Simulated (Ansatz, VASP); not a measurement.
Two plane-wave programs on HfSn2Se6

The input INCAR:

```
SYSTEM = HfSn2Se6
PREC = Accurate
ENCUT = 600
EDIFF = 1E-7
ISMEAR = 0
SIGMA = 0.02
LREAL = .FALSE.
LASPH = .TRUE.
NELM = 80
ALGO = Normal
ISIF = 3
LWAVE = .FALSE.
LCHARG = .FALSE.
GGA = PE
IBRION = 2
NSW = 100
EDIFFG = -0.01
KPAR = 4
```

KPOINTS

```
regular mesh
0
G
  6 6 6
  0 0 0
```

POSCAR

```
HfSn2Se6
1.0
    6.6873681047      0.0000000000      0.0000000000
   -3.3436840524      5.7914306631      0.0000000000
    0.0000000000      0.0000000000      7.0982452815
Hf Sn Se
1 2 6
Direct
    0.0000000000      0.0000000000      0.0000000000
    0.6666666667      0.3333333333      0.0000000000
    0.3333333333      0.6666666667      0.0000000000
    0.3304009997      0.3304009997      0.7765392634
    0.0000000000      0.6695990003      0.7765392634
    0.6695990003      0.0000000000      0.7765392634
    0.0000000000      0.3304009997      0.2234607366
    0.6695990003      0.6695990003      0.2234607366
    0.3304009997      0.0000000000      0.2234607366
```

Input for Ansatz:

```yaml
crystal:
  lattice:
    - [6.6873681047, 0.0, 0.0]
    - [-3.3436840524, 5.7914306631, 0.0]
    - [0.0, 0.0, 7.0982452815]
  atoms:
    - { symbol: Hf, position: [0.0, 0.0, 0.0] }
    - { symbol: Sn, position: [0.6666666667, 0.3333333333, 0.0] }
    - { symbol: Sn, position: [0.3333333333, 0.6666666667, 0.0] }
    - { symbol: Se, position: [0.3304009997, 0.3304009997, 0.7765392634] }
    - { symbol: Se, position: [0.0, 0.6695990003, 0.7765392634] }
    - { symbol: Se, position: [0.6695990003, 0.0, 0.7765392634] }
    - { symbol: Se, position: [0.0, 0.3304009997, 0.2234607366] }
    - { symbol: Se, position: [0.6695990003, 0.6695990003, 0.2234607366] }
    - { symbol: Se, position: [0.3304009997, 0.0, 0.2234607366] }
basis:
  ecutwfc: 420
kpoints:
  mp_grid: { grid: [6, 6, 6] }
hamiltonian:
  xc: pbe
scf:
  occupations: { method: gaussian, width: 0.02 }
output:
  forces: true
  stress: true
  eigenvalues: true
relax:
  adjacent_minimum: "off"
  f_tol: 0.01
  max_steps: 80
  cell: { stress_tol: 0.05 }
```

Alike in both runs: task relaxation of cell and atoms; functional PBE; k mesh 6 × 6 × 6; occupations gaussian, width 0.02 eV; no spin polarisation.

|  | VASP | Ansatz |
| --- | --- | --- |
| version | VASP 6.6.1 | Ansatz 0.2.0 |
| potentials or method | VASP PAW PBE potentials, release 64 (Hf_pv, Sn_d, Se), cutoff 600 eV | scalar-relativistic, plane waves, PAW |
| valence electrons in the cell | 74 | 150 |

Ansatz gave:

| Quantity | Value |
| --- | --- |
| gap on the k mesh at the Fermi level, each at its own relaxed structure (eV) | 0.34 |
| relaxed volume (Å³/atom) | 30.55 |
| relaxed length of the cell vector where the two differ most in proportion (Å) | 6.687 |

Problem. Which values does VASP return?

Solution. gap on the k mesh at the Fermi level, each at its own relaxed structure (eV): 0.33; relaxed volume (Å³/atom): 30.53; relaxed length of the cell vector where the two differ most in proportion (Å): 6.683.

VASP's potentials hold 74 valence electrons a cell and Ansatz's 150, so a difference there can come from the potentials and not from the codes.

Spin-orbit coupling is off throughout.
